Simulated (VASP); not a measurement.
Pt:

```
Pt
1.0
     4.94280    0.00000    0.00000
     0.00000    4.94280    0.00000
     0.00000    0.00000    4.94280
Pt
8
Direct
  0.00000 0.00000 0.00000
  0.50000 0.50000 0.50000
  0.25000 0.00000 0.50000
  0.75000 0.00000 0.50000
  0.50000 0.25000 0.00000
  0.50000 0.75000 0.00000
  0.00000 0.50000 0.25000
  0.00000 0.50000 0.75000
```

```yaml
Program: VASP 6.6.1
Task: relaxation of cell and atoms
Functional: PBEsol
Potentials_or_basis: VASP PAW PBE potentials, release 64 (Pt)
Cutoff: 600 eV
k_mesh: 5 × 5 × 5
Occupations: fermi-dirac, width 0.1 eV
Spin: no spin polarisation
```

At the start: pressure 9.1 GPa; volume 15.09 Å³/atom.

Q: Where does the relaxation end?

A: Over 4 steps the energy falls by 13.4 meV/atom and the volume is 15.59 Å³/atom (+3.2 %); space group Pm-3n (No. 223, to 0.05 Å).

Step by step:
```tsv
step	energy change (eV)	largest force (eV/Å)	pressure (GPa)	volume (Å³)
1	0.0000	0.0000	9.11	120.76
2	0.6357	0.0000	-18.46	136.38
3	-0.1073	0.0000	-0.30	124.82
4	-0.1075	0.0000	-0.02	124.68
```

Final structure:
```cif
data_structure
_symmetry_space_group_name_H-M 'P 1'
_symmetry_Int_Tables_number 1
_cell_length_a 4.9958
_cell_length_b 4.9958
_cell_length_c 4.9958
_cell_angle_alpha 90.000
_cell_angle_beta 90.000
_cell_angle_gamma 90.000
_cell_volume 124.68
loop_
_atom_site_label
_atom_site_type_symbol
_atom_site_fract_x
_atom_site_fract_y
_atom_site_fract_z
_atom_site_occupancy
Pt1 Pt 0.00000 0.00000 0.00000 1
Pt2 Pt 0.50000 0.50000 0.50000 1
Pt3 Pt 0.25000 0.00000 0.50000 1
Pt4 Pt 0.75000 0.00000 0.50000 1
Pt5 Pt 0.50000 0.25000 0.00000 1
Pt6 Pt 0.50000 0.75000 0.00000 1
Pt7 Pt 0.00000 0.50000 0.25000 1
Pt8 Pt 0.00000 0.50000 0.75000 1
```

Caveat: the PAW data sets were made with another functional, which shifts forces and pressure a little.
